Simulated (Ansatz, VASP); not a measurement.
**Sn: VASP beside Ansatz**

```
CELL_PARAMETERS angstrom
5.26564 0.00000 0.00000
-2.63282 4.56018 0.00000
0.00000 0.00000 3.20636
ATOMIC_POSITIONS crystal
Sn 0.00000 0.00000 0.00000
Sn 0.33333 0.66667 0.50000
Sn 0.66667 0.33333 0.50000
```

Alike in both runs: task single point; functional LDA; k mesh 8 × 8 × 11; occupations fermi-dirac, width 0.1 eV; no spin polarisation.

```csv
,VASP,Ansatz
version,VASP 6.6.1,Ansatz 0.2.0
potentials or method,"VASP PAW LDA potentials, release 64 (Sn_d), cutoff 520 eV","plane waves (420 eV) with PAW, scalar-relativistic"
valence electrons in the cell,42,42
```

|  | VASP | Ansatz | Ansatz less VASP |
| --- | --- | --- | --- |
| pressure (GPa) | 0.5 | 0.4 | -0.06 |
| traceless stress, the component that is largest in VASP (GPa) | -2.18 | -2.17 | +0.013 |

Ansatz warns that its potentials were made for another functional, while VASP's fit it. LDA's correlation is that of Perdew and Zunger in VASP and of Perdew and Wang (1992) in Ansatz.
